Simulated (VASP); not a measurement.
# MgO (R-3m) in VASP: notebook

Runs on MgO. Level: PBEsol. Tasks: relaxation of the atoms.

Program: VASP 6.6.1. These are calculated values, not measurements. Logs are shortened: lines on timing, memory, paths and dates and some standing lists are left out, and cuts for length are marked.

## Step 1: The cell of the first run

Symmetry: R-3m, No. 166, trigonal system. Conventional cell: a = 2.987 Å, b = 2.987 Å, c = 7.263 Å, α = 90.00°, β = 90.00°, γ = 120.00°. Within 2.8 Å of Mg (site symmetry -3m) lie 6 O at 2.11 Å. Within 2.8 Å of O (site symmetry -3m) lie 6 Mg at 2.11 Å.

## Step 2: Relaxation of the atoms, PBEsol (equal xy, yz and zx engineering shears of -0.5 %)

INCAR reads:

```
SYSTEM = MgO
PREC     = Accurate       ! precision mode
ENCUT    = 520            ! plane-wave cutoff, eV
EDIFF    = 1E-7           ! SCF threshold, eV
ISMEAR   = 0              ! smearing method
SIGMA    = 0.01           ! smearing width, eV
LREAL    = .False.        ! projectors in reciprocal space
LASPH    = .True.         ! aspherical terms in the spheres
NELM     = 100            ! most SCF steps
ALGO     = Normal         ! electronic algorithm
ISIF     = 2              ! what is computed and relaxed
LWAVE    = .False.        ! write WAVECAR
LCHARG   = .False.        ! write CHGCAR
GGA      = PS             ! functional
IBRION   = 2              ! ionic algorithm
NSW      = 50             ! ionic steps
EDIFFG   = -0.002         ! ionic threshold
```

KPOINTS reads:

```
Automatic mesh
0
Gamma
  10 10 10
  0 0 0
```

POSCAR reads:

```
MgO
1.0
   -0.0105357006      2.1018722754      2.1018722754
    2.1018722754     -0.0105357006      2.1018722754
    2.1018722754      2.1018722754     -0.0105357006
Mg O
1 1
Direct
    0.0000000000      0.0000000000      0.0000000000
    0.5000000000      0.5000000000      0.5000000000
```

Potentials or basis: VASP PAW PBE potentials, release 64 (Mg, O).

Started as:

```console
cat potpaw_PBE.64/Mg/POTCAR potpaw_PBE.64/O/POTCAR > POTCAR
mpirun -np 1 vasp_std > vasp.out
```

OUTCAR:

```text
SYSTEM = MgO
   PREC = Accurate
   ENCUT = 520
   EDIFF = 1E-7
   ISMEAR = 0
   LREAL = .False.
   LASPH = .True.
   NELM = 100
   ISIF = 2
   GGA = PS
   IBRION = 2
   NSW = 50
   EDIFFG = -0.002

 ion  position               nearest neighbor table
   1  0.000  0.000  0.000-   2 2.11   2 2.11   2 2.11   2 2.11   2 2.11   2 2.11
   2  0.500  0.500  0.500-   1 2.11   1 2.11   1 2.11   1 2.11   1 2.11   1 2.11

  LATTYP: Found a trigonal (rhomboedric) cell.
 ALAT       =     2.9725149495
 COS(alpha) =     0.4949812504

  Lattice vectors:

 A1 = (  -0.0105357006,   2.1018722754,   2.1018722754)
 A2 = (   2.1018722754,  -0.0105357006,   2.1018722754)
 A3 = (   2.1018722754,   2.1018722754,  -0.0105357006)

Analysis of symmetry for initial positions (statically):
=====================================================================
 Subroutine PRICEL returns:
 Original cell was already a primitive cell.

 Routine SETGRP: Setting up the symmetry group for a
 trigonal (rhombohedral) supercell.

 Subroutine GETGRP returns: Found 12 space group operations
 (whereof 12 operations were pure point group operations)
 out of a pool of 12 trial point group operations.

The static configuration has the point symmetry D_3d.

Analysis of symmetry for dynamics (positions and initial velocities):
=====================================================================
 Subroutine PRICEL returns:
 Original cell was already a primitive cell.

 Routine SETGRP: Setting up the symmetry group for a
 trigonal (rhombohedral) supercell.

 Subroutine GETGRP returns: Found 12 space group operations
 (whereof 12 operations were pure point group operations)
 out of a pool of 12 trial point group operations.

The dynamic configuration has the point symmetry D_3d.

 Subroutine INISYM returns: Found 12 space group operations
 (whereof 12 operations are pure point group operations),
 and found     1 'primitive' translations

----------------------------------------------------------------------------------------

                                     Primitive cell

  volume of cell :      18.7112

  direct lattice vectors                    reciprocal lattice vectors
    -0.010535701  2.101872275  2.101872275    -0.236101986  0.237291417  0.237291417
     2.101872275 -0.010535701  2.101872275     0.237291417 -0.236101986  0.237291417
     2.101872275  2.101872275 -0.010535701     0.237291417  0.237291417 -0.236101986
[... 89 lines left out ...]
   NFREE  =      1    steps in history (QN), initial steepest desc. (CG)
   ISIF   =      2    stress and relaxation
   ISYM   =      2    0-nonsym 1-usesym 2-fastsym
   POTIM  = 0.5000    time-step for ionic-motion
   TEBEG  =    0.0;   TEEND  =   0.0 temperature during run
   PSTRESS=    0.0 pullay stress
   NELECT =       8.0000    total number of electrons
   NUPDOWN=      -1.0000    fix difference up-down
   EMIN   =  10.00;   EMAX   =-10.00  energy-range for DOS
   EFERMI =   0.00;   METHOD = LEGACY
   ISMEAR =     0;   SIGMA  =   0.01  broadening in eV -4-tet -1-fermi 0-gaus
   EFERMI_NEDOS =   21; number of points for ismear=-14 and -15
   IALGO  =     38    algorithm
   IMIX   =      4    mixing-type and parameters
     AMIX     =   0.40;   BMIX     =  1.00
     AMIX_MAG =   1.60;   BMIX_MAG =  1.00
  volume/ion in A,a.u.               =       9.36        63.13
  Fermi-wavevector in a.u.,A,eV,Ry     =   1.233306  2.330610 20.695051  1.521043
  Thomas-Fermi vector in A             =   2.368041
   LORBIT       =      0    0 simple, 1 ext, 2 COOP (PROOUT), +10 PAW based schemes
   GGA     = PS    functional components
   LHFCALC =     F    Hartree Fock is set to
   AEXX    =    0.0000 exact exchange contribution
   IVDW    =     0    specifies the selected vdW correction
   LEPSILON=     F    determine dielectric tensor
   LRPA    =     F    only Hartree local field effects (RPA)
 conjugate gradient relaxation of ions
 non-spin polarized calculation
 Gauss-broadening in eV      SIGMA  =   0.01
  energy-cutoff  :      520.00
  volume of cell :       18.71
 maximum number of plane-waves:       531
 NGX is ok and might be reduce to    24
   NGX = 11   NGY = 11   NGZ = 11

 number of electron       8.0000005 magnetization

 Free energy of the ion-electron system (eV)
  ---------------------------------------------------
  ext. energy  EPLUGINS =         0.00000000
  ---------------------------------------------------
  free energy    TOTEN  =       -12.51181695 eV

  energy without entropy =      -12.51181695  energy(sigma->0) =      -12.51181695

 E-fermi :   3.1978     XC(G=0): -11.3029

 val. band max:        3.0932383411   @ k =   0.0000   0.0000   0.0000
 cond. band min:       7.6740840621   @ k =   0.0000   0.0000   0.0000
 fundamental gap:      4.5808457210
 Fermi energy:         3.1978244031

 k-point     1 :       0.0000    0.0000    0.0000
  band No.  band energies     occupation
      1     -14.1421      2.00000
      2       3.0370      2.00000
      3       3.0370      2.00000
      4       3.0932      2.00000
      5       7.6741      0.00000
      6      18.6057      0.00000
      7      18.6057      0.00000
      8      18.8276      0.00000
[... 243 lines left out ...]
 k-point    24 :       0.4000    0.3000    0.0000
  band No.  band energies     occupation
      1     -12.8797      2.00000
      2      -0.5686      2.00000
      3       1.7112      2.00000
      4       1.9865      2.00000
      5      12.5379      0.00000
      6      13.0213      0.00000
      7      16.5197      0.00000
      8      21.1342      0.00000

 [... further k-points ...]

------------------------ aborting loop because EDIFF is reached ----------------------------------------

  FORCE on cell =-STRESS in cart. coord.  units (eV):
  Direction    XX          YY          ZZ          XY          YZ          ZX
  --------------------------------------------------------------------------------------
  -------------------------------------------------------------------------------------
  Total       -0.0601948     -0.0601948     -0.0601948      0.0841482      0.0841482      0.0841482
  in kB       -5.1542762     -5.1542762     -5.1542762      7.2053196      7.2053196      7.2053196
  external PRESSURE =      -5.1542762 kB  Pullay stress =       0.0000000 kB

 VOLUME and BASIS-vectors are now :
 -----------------------------------------------------------------------------
  energy-cutoff  :      520.00
  volume of cell :       18.71
      direct lattice vectors                 reciprocal lattice vectors
    -0.010535701  2.101872275  2.101872275    -0.236101986  0.237291417  0.237291417
     2.101872275 -0.010535701  2.101872275     0.237291417 -0.236101986  0.237291417
     2.101872275  2.101872275 -0.010535701     0.237291417  0.237291417 -0.236101986

 POSITION                                       TOTAL-FORCE (eV/Angst)
 -----------------------------------------------------------------------------------
      0.00000      0.00000      0.00000        -0.000000      0.000000      0.000000
      2.09660      2.09660      2.09660         0.000000     -0.000000     -0.000000
 -----------------------------------------------------------------------------------
    total drift:                               -0.000000     -0.000000      0.000000

  FREE ENERGIE OF THE ION-ELECTRON SYSTEM (eV)
  ---------------------------------------------------
  free  energy   TOTEN  =       -12.5118169482 eV

  energy  without entropy=      -12.5118169482  energy(sigma->0) =      -12.51181695

 reached required accuracy - stopping structural energy minimisation
```

OSZICAR:

```text
N       E                     dE             d eps       ncg     rms          rms(c)
DAV:   1     0.117528569562E+02    0.11753E+02   -0.48830E+03  2208   0.888E+02
DAV:   2    -0.135789548308E+02   -0.25332E+02   -0.24281E+02  2272   0.138E+02
DAV:   3    -0.138967760388E+02   -0.31782E+00   -0.31782E+00  2368   0.174E+01
DAV:   4    -0.138972312226E+02   -0.45518E-03   -0.45518E-03  2648   0.640E-01
DAV:   5    -0.138972314976E+02   -0.27510E-06   -0.27510E-06  2448   0.969E-03    0.666E+00
DAV:   6    -0.125505578828E+02    0.13467E+01   -0.87757E+00  1856   0.207E+01    0.224E+00
DAV:   7    -0.125251959830E+02    0.25362E-01   -0.41628E-02  1976   0.254E+00    0.128E+00
DAV:   8    -0.125118784995E+02    0.13317E-01   -0.20520E-02  1920   0.220E+00    0.146E-01
DAV:   9    -0.125117835547E+02    0.94945E-04   -0.30285E-04  2784   0.159E-01    0.754E-02
DAV:  10    -0.125118173236E+02   -0.33769E-04   -0.59463E-05  1920   0.854E-02    0.388E-03
DAV:  11    -0.125118170379E+02    0.28571E-06   -0.17812E-06  2632   0.996E-03    0.190E-03
DAV:  12    -0.125118169482E+02    0.89748E-07   -0.65159E-08  1256   0.297E-03
   1 F= -.12511817E+02 E0= -.12511817E+02  d E =-.125118E+02
```

CONTCAR:

```text
MgO
   1.00000000000000
    -0.0105357006000000    2.1018722753999999    2.1018722753999999
     2.1018722753999999   -0.0105357006000000    2.1018722753999999
     2.1018722753999999    2.1018722753999999   -0.0105357006000000
  Mg              O
     1     1
Direct
     0.0000000000000000    0.0000000000000000    0.0000000000000000
     0.5000000000000000    0.5000000000000000    0.5000000000000000

  0.00000000E+00  0.00000000E+00  0.00000000E+00
  0.00000000E+00  0.00000000E+00  0.00000000E+00
```

Wall time 23 s (1 thread of AMD EPYC 7R43 (Zen 3), shared host); peak memory 0.11 GiB.

Results:

| Item | Value |
| --- | --- |
| Free energy | -12.5118 eV |
| Pressure after relaxing | -0.5 GPa |
| Band gap on the k mesh | 4.58 eV |

Final structure:
```
CELL_PARAMETERS angstrom
-0.01054 2.10187 2.10187
2.10187 -0.01054 2.10187
2.10187 2.10187 -0.01054
ATOMIC_POSITIONS crystal
Mg 0.00000 0.00000 0.00000
O 0.50000 0.50000 0.50000
```

Caveat: the cell differs from its parent crystal (equal xy, yz and zx engineering shears of -0.5 %); the relaxation stopped at its first step, so nothing moved; the PAW data sets were made with another functional, which shifts forces and pressure a little.

## Step 3: Relaxation of the atoms, PBEsol (equal xy, yz and zx engineering shears of +0.5 %)

INCAR reads:

```
PREC = Accurate
ENCUT = 520
EDIFF = 1E-6
ISMEAR = 0
SIGMA = 0.01
LREAL = False
LASPH = True
NELM = 60
ALGO = Normal
ISIF = 2
LWAVE = False
LCHARG = False
GGA = PS
IBRION = 2
NSW = 50
EDIFFG = -0.002
```

KPOINTS reads:

```
Automatic mesh
0
Gamma
  10 10 10
```

POSCAR reads:

```
MgO
1.0
    0.0105357006      2.1124079760      2.1124079760
    2.1124079760      0.0105357006      2.1124079760
    2.1124079760      2.1124079760      0.0105357006
Mg O
1 1
Direct
    0.0000000000      0.0000000000      0.0000000000
    0.5000000000      0.5000000000      0.5000000000
```

Potentials or basis: VASP PAW PBE potentials, release 64 (Mg, O).

Started as:

```console
cat potpaw_PBE.64/Mg/POTCAR potpaw_PBE.64/O/POTCAR > POTCAR
mpirun -np 1 vasp_std > vasp.out
```

Wall time 29 s (1 thread of AMD EPYC 7R43 (Zen 3), shared host); peak memory 0.11 GiB.

The run converged. Its results:

- Free energy: -12.5118 eV
- Pressure after relaxing: -0.5 GPa
- Band gap on the k mesh: 4.60 eV

Stress tensor (GPa, compression positive):
```
-0.53 -0.73 -0.73
-0.73 -0.53 -0.73
-0.73 -0.73 -0.53
```

Final structure:
```yaml
crystal:
  lattice:
    - [0.01054, 2.11241, 2.11241]
    - [2.11241, 0.01054, 2.11241]
    - [2.11241, 2.11241, 0.01054]
  atoms:
    - { symbol: Mg, position: [0.00000, 0.00000, 0.00000] }
    - { symbol: O, position: [0.50000, 0.50000, 0.50000] }
```

Levels at points of the mesh, in eV from the valence-band top:
```csv
k point,band 1,band 2,band 3,band 4,band 5,band 6,band 7,band 8
"(0.00, 0.00, 0.00)",-17.22,-0.06,0.00,0.00,4.60,15.46,15.68,15.68
"(0.50, 0.00, 0.00)",-15.90,-4.68,-0.71,-0.67,7.70,12.49,16.06,16.16
"(0.50, 0.50, 0.00)",-15.64,-4.16,-1.41,-1.35,8.90,9.84,12.94,18.75
"(0.50, 0.50, 0.50)",-15.93,-4.72,-0.65,-0.65,7.77,12.39,16.25,16.25
```

Caveat: the cell differs from its parent crystal (equal xy, yz and zx engineering shears of +0.5 %); the relaxation stopped at its first step, so nothing moved; the PAW data sets were made with another functional, which shifts forces and pressure a little.
